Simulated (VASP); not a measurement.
A run of VASP 6.6.1 is set up as follows.

Contents of INCAR:

```
PREC = Accurate ; ENCUT = 520
EDIFF = 1E-6 ; ISMEAR = -1
SIGMA = 0.05 ; LREAL = False
LASPH = True ; NELM = 80
ALGO = Normal ; ISIF = 2
LWAVE = False ; LCHARG = False
GGA = PE ; NBANDS = 48
```

Contents of KPOINTS:

```
regular mesh
0
Gamma
  3 3 3
```

The input POSCAR:

```
CaC2
1.0
    5.9863530000     -0.4163840000     -0.7266530000
    0.5679080000      5.6802570000      0.8454950000
    0.3748000000     -0.0757580000      6.0307380000
Ca C
4 8
Direct
    0.3388833296      0.8908454739      0.9432883992
    0.2637088147      0.2189791208      0.3440633716
    0.9205701680      0.5125540021      0.8832964105
    0.7471148615      0.4302849384      0.4076052535
    0.9186580189      0.0285135013      0.1500767539
    0.6685886733      0.1601988298      0.0880949654
   -0.0742209863      0.1099013966      0.7212783935
    0.4672768848      0.4150533970     -0.0495611684
    0.3789521733      0.4243347957      0.7937257074
    0.9316417435      0.8557882632      0.3260983266
    0.7680999033      0.8730692782      0.1581531795
    0.7241180379      0.0790447102      0.7428140034
```

Potentials or basis: VASP PAW PBE potentials, release 64 (Ca_sv, C).

The run is started by

```console
$ cat potpaw_PBE.64/Ca_sv/POTCAR potpaw_PBE.64/C/POTCAR > POTCAR
$ mpirun -np 1 vasp_std > vasp.out
```

What does it give for the largest force?

32.433 eV/Å.

What does it give for the pressure?

9.9 GPa.

Estimate the band gap on the k mesh.

zero (bands 36 and 37 overlap by 0.07 eV).

Stress tensor (GPa, compression positive):
```
11.18  1.66 16.28
 1.66 -2.14 -3.79
16.28 -3.79 20.56
```

Caveat: the k points lie up to 0.37 Å⁻¹ apart; atoms lie so close that the PAW spheres overlap strongly, which falsifies energies and pressures.
